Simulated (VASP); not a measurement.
Crystal: SiO2.

```
Si O
1.0
     2.61239    0.00000    0.00000
    -1.30619    2.26239    0.00000
     0.00000    0.00000    8.76396
Si O
2 4
Direct
  0.66667 0.33333 0.75000
  0.33333 0.66667 0.25000
  0.33333 0.66667 0.85109
  0.00000 0.00000 0.64891
  0.66667 0.33333 0.14891
  0.00000 0.00000 0.35109
```

| Property | Result |
| --- | --- |
| Program | VASP 6.6.1 |
| Task | relaxation of cell and atoms |
| Functional | PBE |
| Dispersion | D3(BJ) |
| Potentials or basis | VASP PAW PBE potentials, release 64 (Si, O) |
| Cutoff | 600 eV |
| k mesh | 6 × 6 × 2 |
| Occupations | gaussian, width 0.1 eV |
| Spin | no spin polarisation |

At the start: pressure 25.6 GPa; volume 8.63 Å³/atom.

Q: Where does the relaxation end?

A: Over 18 steps the energy falls by 67.1 meV/atom and the volume is 9.86 Å³/atom (+14.2 %); space group P-3m1 (No. 164, to 0.1 Å) before and after.

The path:
```tsv
step	energy change (eV)	largest force (eV/Å)	pressure (GPa)	volume (Å³)
1	0.0000	1.5061	25.63	51.80
2	0.6302	2.7673	-26.29	62.85
3	-0.3319	0.6073	0.68	55.51
4	-0.3326	0.5485	1.45	55.37
5	-0.3325	0.5187	1.85	55.29
6	-0.3594	0.2217	0.78	56.14
7	-0.3622	0.1173	0.32	56.54
8	-0.3804	0.1333	0.09	57.15
9	-0.3973	0.3203	-0.17	58.36
10	-0.3983	0.3728	-0.20	58.68
11	-0.3876	0.8115	0.64	59.20
12	-0.4016	0.0858	0.06	58.85
13	-0.4016	0.0825	0.06	58.85
14	-0.4021	0.0554	0.23	58.92
15	-0.4021	0.0679	0.27	58.94
16	-0.4024	0.0650	-0.15	59.10
17	-0.4024	0.0661	-0.16	59.10
18	-0.4027	0.0264	-0.29	59.17
```

Final structure:
```cif
data_structure
_symmetry_space_group_name_H-M 'P 1'
_symmetry_Int_Tables_number 1
_cell_length_a 2.6910
_cell_length_b 2.6910
_cell_length_c 9.4343
_cell_angle_alpha 90.000
_cell_angle_beta 90.000
_cell_angle_gamma 120.000
_cell_volume 59.17
loop_
_atom_site_label
_atom_site_type_symbol
_atom_site_fract_x
_atom_site_fract_y
_atom_site_fract_z
_atom_site_occupancy
Si1 Si 0.66667 0.33333 0.75443 1
Si2 Si 0.33333 0.66667 0.24557 1
O1 O 0.33333 0.66667 0.85139 1
O2 O 0.00000 0.00000 0.65744 1
O3 O 0.66667 0.33333 0.14861 1
O4 O 0.00000 0.00000 0.34256 1
```

Caveat: the k points lie up to 0.45 Å⁻¹ apart in the final cell.
